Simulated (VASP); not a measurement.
# Al3FeCo2 (P-3m1) in VASP: a series of runs

Runs on Al3FeCo2. Level: PBE. Tasks: single point.

All numbers are computed with VASP 6.6.1; they aren't measurements. Logs are shortened: lines on timing, memory, paths and dates and some standing lists are left out, and cuts for length are marked.

## Step 1: The cell of the first run

Symmetry: P-3m1, No. 164, trigonal system. Conventional cell: a = 3.998 Å, b = 3.998 Å, c = 4.894 Å, α = 90.00°, β = 90.00°, γ = 120.00°. Within 3.2 Å of Al (site symmetry -3m) lie 6 Co at 2.45 Å and 2 Fe at 2.45 Å and 6 Al at 2.83 Å. Al (site symmetry 3m) has 5 Co at 2.45 Å and 3 Fe at 2.45 Å and 6 Al at 2.82 to 2.83 Å within 3.2 Å. Fe (site symmetry -3m) has 8 Al at 2.45 Å and 6 Co at 2.83 Å within 3.2 Å. Co (site symmetry 3m) has 8 Al at 2.45 Å and 3 Co at 2.82 Å and 3 Fe at 2.83 Å within 3.2 Å.

## Step 2: Single point, PBE (11.29 Å³/atom)

INCAR

```
PREC = Accurate ; ENCUT = 520
EDIFF = 1E-6 ; ISMEAR = 0
SIGMA = 0.1 ; LREAL = F
LASPH = T ; NELM = 60
ALGO = Fast ; ISIF = 2
LWAVE = F ; LCHARG = F
GGA = PE ; NBANDS = 26
```

KPOINTS

```
Automatic mesh
0
Gamma
  12 12 8
```

POSCAR

```
Al3FeCo2
1.0
    3.9983039440      0.0000000000      0.0000000000
   -1.9991519720      3.4626327876      0.0000000000
    0.0000000000      0.0000000000      4.8940294349
Al Fe Co
3 1 2
Direct
    0.0000000000      0.0000000000      0.0000000000
    0.6666666667      0.3333333333      0.3343567781
    0.3333333333      0.6666666667      0.6656432219
    0.0000000000      0.0000000000      0.5000000000
    0.3333333333      0.6666666667      0.1654328475
    0.6666666667      0.3333333333      0.8345671525
```

Potentials or basis: VASP PAW PBE potentials, release 64 (Al, Fe, Co).

Launch:

```sh
$ cat potpaw_PBE.64/Al/POTCAR potpaw_PBE.64/Fe/POTCAR potpaw_PBE.64/Co/POTCAR > POTCAR
$ mpirun -np 1 vasp_std > vasp.out
```

OUTCAR:

```text
PREC = Accurate
   ENCUT = 520
   EDIFF = 1E-6
   ISMEAR = 0
   LREAL = F
   LASPH = T
   NELM = 60
   ISIF = 2
   GGA = PE

 ion  position               nearest neighbor table
   1  0.000  0.000  0.000-   5 2.45   6 2.45   6 2.45   5 2.45   6 2.45   5 2.45   4 2.45   4 2.45
                             2 2.83   3 2.83   3 2.83   2 2.83   2 2.83   3 2.83
   2  0.667  0.333  0.334-   6 2.45   4 2.45   4 2.45   4 2.45   6 2.45   5 2.45   5 2.45   5 2.45
                             3 2.82   3 2.82   3 2.82   1 2.83   1 2.83   1 2.83
   3  0.333  0.667  0.666-   5 2.45   4 2.45   4 2.45   4 2.45   5 2.45   6 2.45   6 2.45   6 2.45
                             2 2.82   2 2.82   2 2.82   1 2.83   1 2.83   1 2.83
   4  0.000  0.000  0.500-   2 2.45   3 2.45   2 2.45   3 2.45   2 2.45   3 2.45   1 2.45   1 2.45
                             6 2.83   5 2.83   6 2.83   5 2.83   5 2.83   6 2.83
   5  0.333  0.667  0.165-   3 2.45   1 2.45   1 2.45   1 2.45   3 2.45   2 2.45   2 2.45   2 2.45
                             6 2.82   6 2.82   6 2.82   4 2.83   4 2.83   4 2.83
   6  0.667  0.333  0.835-   2 2.45   1 2.45   1 2.45   1 2.45   2 2.45   3 2.45   3 2.45   3 2.45
                             5 2.82   5 2.82   5 2.82   4 2.83   4 2.83   4 2.83

  LATTYP: Found a hexagonal cell.
 ALAT       =     3.9983039440
 C/A-ratio  =     1.2240263630

  Lattice vectors:

 A1 = (   3.9983039440,   0.0000000000,   0.0000000000)
 A2 = (  -1.9991519720,   3.4626327876,   0.0000000000)
 A3 = (   0.0000000000,   0.0000000000,   4.8940294349)

Analysis of symmetry for initial positions (statically):
=====================================================================
 Subroutine PRICEL returns:
 Original cell was already a primitive cell.

 Routine SETGRP: Setting up the symmetry group for a
 hexagonal supercell.

 Subroutine GETGRP returns: Found 12 space group operations
 (whereof 12 operations were pure point group operations)
 out of a pool of 24 trial point group operations.

The static configuration has the point symmetry D_3d.

Analysis of symmetry for dynamics (positions and initial velocities):
=====================================================================
 Subroutine PRICEL returns:
 Original cell was already a primitive cell.

 Routine SETGRP: Setting up the symmetry group for a
 hexagonal supercell.

 Subroutine GETGRP returns: Found 12 space group operations
 (whereof 12 operations were pure point group operations)
 out of a pool of 24 trial point group operations.

The dynamic configuration has the point symmetry D_3d.

 Subroutine INISYM returns: Found 12 space group operations
 (whereof 12 operations are pure point group operations),
 and found     1 'primitive' translations

----------------------------------------------------------------------------------------

                                     Primitive cell

  volume of cell :      67.7562

  direct lattice vectors                    reciprocal lattice vectors
     3.998303944  0.000000000  0.000000000     0.250106048  0.144398794  0.000000000
    -1.999151972  3.462632788  0.000000000     0.000000000  0.288797589  0.000000000
     0.000000000  0.000000000  4.894029435     0.000000000  0.000000000  0.204330606

  length of vectors
     3.998303944  3.998303944  4.894029435     0.288797589  0.288797589  0.204330606

  position of ions in fractional coordinates (direct lattice)
     0.000000000  0.000000000  0.000000000
     0.666666667  0.333333333  0.334356778
     0.333333333  0.666666667  0.665643222
     0.000000000  0.000000000  0.500000000
     0.333333333  0.666666667  0.165432847
     0.666666667  0.333333333  0.834567153

  ion indices of the primitive-cell ions
   primitive index   ion index
                 1           1
                 2           2
                 3           3
                 4           4
                 5           5
                 6           6

----------------------------------------------------------------------------------------

 KPOINTS: Automatic mesh

Automatic generation of k-mesh.
 Grid dimensions read from file:
 generate k-points for:   12   12    8

 Generating k-lattice:

  Cartesian coordinates                     Fractional coordinates (reciprocal lattice)
     0.020842171  0.012033233  0.000000000     0.083333333 -0.000000000  0.000000000
     0.000000000  0.024066466  0.000000000     0.000000000  0.083333333  0.000000000
     0.000000000  0.000000000  0.025541326     0.000000000  0.000000000  0.125000000

  Length of vectors
     0.024066466  0.024066466  0.025541326

  Shift w.r.t. Gamma in fractional coordinates (k-lattice)
     0.000000000  0.000000000  0.000000000

 Subroutine IBZKPT returns following result:
 ===========================================

 Found    131 irreducible k-points:

 Following reciprocal coordinates:
            Coordinates               Weight
  0.000000  0.000000  0.000000      1.000000
  0.083333 -0.000000  0.000000      6.000000
  0.166667 -0.000000  0.000000      6.000000
  0.250000 -0.000000  0.000000      6.000000
  0.333333 -0.000000  0.000000      6.000000
  0.416667 -0.000000  0.000000      6.000000
[... 16 lines left out ...]
  0.166667 -0.000000  0.125000      6.000000
  0.000000  0.166667  0.125000      6.000000
 [... further k-points ...]
   k-points           NKPTS =    131   k-points in BZ     NKDIM =    131   number of bands    NBANDS=     26
   number of dos      NEDOS =    301   number of ions     NIONS =      6
   total plane-waves  NPLWV =  32400
   dimension x,y,z NGX =    30 NGY =   30 NGZ =   36
   dimension x,y,z NGXF=    60 NGYF=   60 NGZF=   72
   ions per type =               3   1   2
   NGX,Y,Z   is equivalent  to a cutoff of  12.47, 12.47, 12.23 a.u.
   NGXF,Y,Z  is equivalent  to a cutoff of  24.95, 24.95, 24.46 a.u.
 SYSTEM =  unknown system
   PREC   = accura    normal or accurate (medium, high low for compatibility)
   ISTART =      0    job   : 0-new  1-cont  2-samecut
   ICHARG =      2    charge: 1-file 2-atom 10-const
   ISPIN  =      1    spin polarized calculation?
   LNONCOLLINEAR =      F non collinear calculations
   LSORBIT =      F    spin-orbit coupling
   LASPH  =      T    aspherical Exc in radial PAW
   ENCUT  =  520.0 eV  38.22 Ry    6.18 a.u.   7.43  7.43  9.10*2*pi/ulx,y,z
   NELM   =     60;   NELMIN=  2; NELMDL= -5     # of ELM steps
   EDIFF  = 0.1E-05   stopping-criterion for ELM
   LREAL  =      F    real-space projection
   EDIFFG = 0.1E-04   stopping-criterion for IOM
   NSW    =      0    number of steps for IOM
   IBRION =     -1    ionic relax: 0-MD 1-quasi-New 2-CG
   NFREE  =      0    steps in history (QN), initial steepest desc. (CG)
   ISIF   =      2    stress and relaxation
   ISYM   =      2    0-nonsym 1-usesym 2-fastsym
   POTIM  = 0.5000    time-step for ionic-motion
   TEBEG  =    0.0;   TEEND  =   0.0 temperature during run
   PSTRESS=    0.0 pullay stress
   NELECT =      35.0000    total number of electrons
   NUPDOWN=      -1.0000    fix difference up-down
   EMIN   =  10.00;   EMAX   =-10.00  energy-range for DOS
   EFERMI =   0.00;   METHOD = LEGACY
   ISMEAR =     0;   SIGMA  =   0.10  broadening in eV -4-tet -1-fermi 0-gaus
   EFERMI_NEDOS =   21; number of points for ismear=-14 and -15
   IALGO  =     68    algorithm
   IMIX   =      4    mixing-type and parameters
     AMIX     =   0.40;   BMIX     =  1.00
     AMIX_MAG =   1.60;   BMIX_MAG =  1.00
  volume/ion in A,a.u.               =      11.29        76.21
  Fermi-wavevector in a.u.,A,eV,Ry     =   1.313554  2.482257 23.475817  1.725424
  Thomas-Fermi vector in A             =   2.443869
   LORBIT       =      0    0 simple, 1 ext, 2 COOP (PROOUT), +10 PAW based schemes
   GGA     = PE    functional components
   LHFCALC =     F    Hartree Fock is set to
   AEXX    =    0.0000 exact exchange contribution
   IVDW    =     0    specifies the selected vdW correction
   LEPSILON=     F    determine dielectric tensor
   LRPA    =     F    only Hartree local field effects (RPA)
 non-spin polarized calculation
 RMM-DIIS sequential band-by-band and
 Gauss-broadening in eV      SIGMA  =   0.10
  energy-cutoff  :      520.00
  volume of cell :       67.76
 maximum number of plane-waves:      1852
 NGX is ok and might be reduce to    30
   NGX = 15   NGY = 15   NGZ = 19

 number of electron      35.0000006 magnetization

 Free energy of the ion-electron system (eV)
  ---------------------------------------------------
  ext. energy  EPLUGINS =         0.00000000
  ---------------------------------------------------
  free energy    TOTEN  =       -36.69240978 eV

  energy without entropy =      -36.68076102  energy(sigma->0) =      -36.68658540

 E-fermi :   9.8377     XC(G=0): -12.3840

 val. band max:        9.8367152339   @ k =   0.1667   0.1667   0.2500
 cond. band min:       9.8420731996   @ k =   0.2500   0.2500   0.5000
 fundamental gap:      0.0053579657
 Fermi energy:         9.8376955457

 k-point     1 :       0.0000    0.0000    0.0000
  band No.  band energies     occupation
      1      -0.9386      2.00000
      2       4.4328      2.00000
      3       4.4409      2.00000
      4       6.8206      2.00000
      5       6.8206      2.00000
      6       6.9613      2.00000
[... 18 lines left out ...]
     25      16.4115      0.00000
     26      16.4146      0.00000

 k-point     2 :       0.0833   -0.0000    0.0000
  band No.  band energies     occupation
      1      -0.8490      2.00000
      2       4.4821      2.00000
      3       4.4895      2.00000
      4       6.6839      2.00000
      5       6.8416      2.00000
      6       6.8665      2.00000
[... 18 lines left out ...]
     25      15.9559      0.00000
     26      16.3115      0.00000

 k-point     3 :       0.1667   -0.0000    0.0000
  band No.  band energies     occupation
      1      -0.5819      2.00000
      2       4.6086      2.00000
      3       4.6169      2.00000
      4       6.2139      2.00000
      5       6.7158      2.00000
      6       6.9167      2.00000
[... 18 lines left out ...]
     25      16.0523      0.00000
     26      16.4331      0.00000

 k-point     4 :       0.2500   -0.0000    0.0000
  band No.  band energies     occupation
      1      -0.1424      2.00000
      2       4.6379      2.00000
      3       4.7569      2.00000
      4       5.6550      2.00000
      5       6.6375      2.00000
      6       7.0552      2.00000
[... 18 lines left out ...]
     25      16.4752      0.00000
     26      16.5409      0.00000

 k-point     5 :       0.3333   -0.0000    0.0000
  band No.  band energies     occupation
      1       0.4605      2.00000
      2       4.0099      2.00000
      3       4.8565      2.00000
      4       5.6853      2.00000
      5       6.7261      2.00000
      6       7.1203      2.00000
[... 18 lines left out ...]
     25      16.1148      0.00000
     26      16.5413      0.00000

 k-point     6 :       0.4167   -0.0000    0.0000
  band No.  band energies     occupation
      1       1.2120      2.00000
      2       3.0521      2.00000
      3       4.8873      2.00000
      4       6.0758      2.00000
      5       6.8942      2.00000
      6       6.9831      2.00000
[... 427 lines left out ...]
 k-point    21 :       0.0833   -0.0000    0.1250
  band No.  band energies     occupation
      1      -0.7485      2.00000
      2       3.5166      2.00000
      3       5.2648      2.00000
      4       6.5190      2.00000
      5       6.6823      2.00000
      6       7.0706      2.00000
[... 18 lines left out ...]
     25      16.0895      0.00000
     26      16.6232      0.00000

 k-point    22 :       0.0000    0.0833    0.1250
  band No.  band energies     occupation
      1      -0.7485      2.00000
      2       3.5183      2.00000
      3       5.2659      2.00000
      4       6.6093      2.00000
      5       6.6209      2.00000
      6       6.8995      2.00000
[... 18 lines left out ...]
     25      15.8172      0.00000
     26      15.8916      0.00000

 k-point    23 :       0.1667   -0.0000    0.1250
  band No.  band energies     occupation
      1      -0.4820      2.00000
      2       3.7058      2.00000
      3       5.2330      2.00000
      4       6.3070      2.00000
      5       6.8149      2.00000
      6       6.8150      2.00000
[... 18 lines left out ...]
     25      16.2516      0.00000
     26      17.0014      0.00000

 k-point    24 :       0.0000    0.1667    0.1250
  band No.  band energies     occupation
      1      -0.4824      2.00000
      2       3.7189      2.00000
      3       5.2809      2.00000
      4       6.2442      2.00000
      5       6.6303      2.00000
      6       6.7014      2.00000
[... 18 lines left out ...]
     25      15.4153      0.00000
     26      16.2466      0.00000

 [... further k-points ...]

------------------------ aborting loop because EDIFF is reached ----------------------------------------

  FORCE on cell =-STRESS in cart. coord.  units (eV):
  Direction    XX          YY          ZZ          XY          YZ          ZX
  --------------------------------------------------------------------------------------
  -------------------------------------------------------------------------------------
  Total        2.4418140      2.4418140      2.4424740      0.0000000     -0.0000000     -0.0000000
  in kB       57.7396758     57.7396758     57.7552834      0.0000000     -0.0000000     -0.0000000
  external PRESSURE =      57.7448783 kB  Pullay stress =       0.0000000 kB

 VOLUME and BASIS-vectors are now :
 -----------------------------------------------------------------------------
  energy-cutoff  :      520.00
  volume of cell :       67.76
      direct lattice vectors                 reciprocal lattice vectors
     3.998303944  0.000000000  0.000000000     0.250106048  0.144398794  0.000000000
    -1.999151972  3.462632788  0.000000000     0.000000000  0.288797589  0.000000000
     0.000000000  0.000000000  4.894029435     0.000000000  0.000000000  0.204330606

 POSITION                                       TOTAL-FORCE (eV/Angst)
 -----------------------------------------------------------------------------------
      0.00000      0.00000      0.00000        -0.000000      0.000000      0.000000
      1.99915      1.15421      1.63635         0.000000     -0.000000     -0.002756
     -0.00000      2.30842      3.25768        -0.000000      0.000000      0.002756
      0.00000      0.00000      2.44701         0.000000      0.000000      0.000000
     -0.00000      2.30842      0.80963        -0.000000      0.000000     -0.011250
      1.99915      1.15421      4.08440         0.000000     -0.000000      0.011250
 -----------------------------------------------------------------------------------
    total drift:                               -0.000000      0.000000     -0.000000

  FREE ENERGIE OF THE ION-ELECTRON SYSTEM (eV)
  ---------------------------------------------------
  free  energy   TOTEN  =       -36.6924097783 eV

  energy  without entropy=      -36.6807610213  energy(sigma->0) =      -36.68658540
```

Wall time 6.8 min (1 thread of Intel Xeon 8259CL, shared host); peak memory 0.35 GiB.

Results:

| Quantity | Value |
| --- | --- |
| Free energy | -36.6924 eV |
| Pressure | 5.8 GPa |
| Largest force | 0.011 eV/Å |
| Band gap on the k mesh | zero (an odd number of electrons rules out a gap without spin polarisation) |

Forces on the atoms (eV/Å):
```
Al   0.000  0.000  0.000
Al   0.000  0.000 -0.003
Al   0.000  0.000  0.003
Fe   0.000  0.000  0.000
Co   0.000  0.000 -0.011
Co   0.000  0.000  0.011
```

Levels at points of the mesh, in eV from the Fermi level:
```tsv
k point	band 16	band 17	band 18	band 19	band 20	band 21
(0.00, 0.00, 0.00)	-0.22	-0.22	-0.17	3.21	3.21	3.45
(0.50, 0.00, 0.00)	-0.84	-0.66	-0.50	0.43	1.58	1.97
(0.00, 0.00, 0.50)	0.45	0.45	2.89	2.89	2.90	4.21
(0.50, 0.00, 0.50)	-0.68	-0.53	-0.12	0.87	1.70	2.05
```

Caveat: the cell stands under pressure; the run has no spin polarisation, though such a crystal can be magnetic.

(Continued in part 2 of 2.)
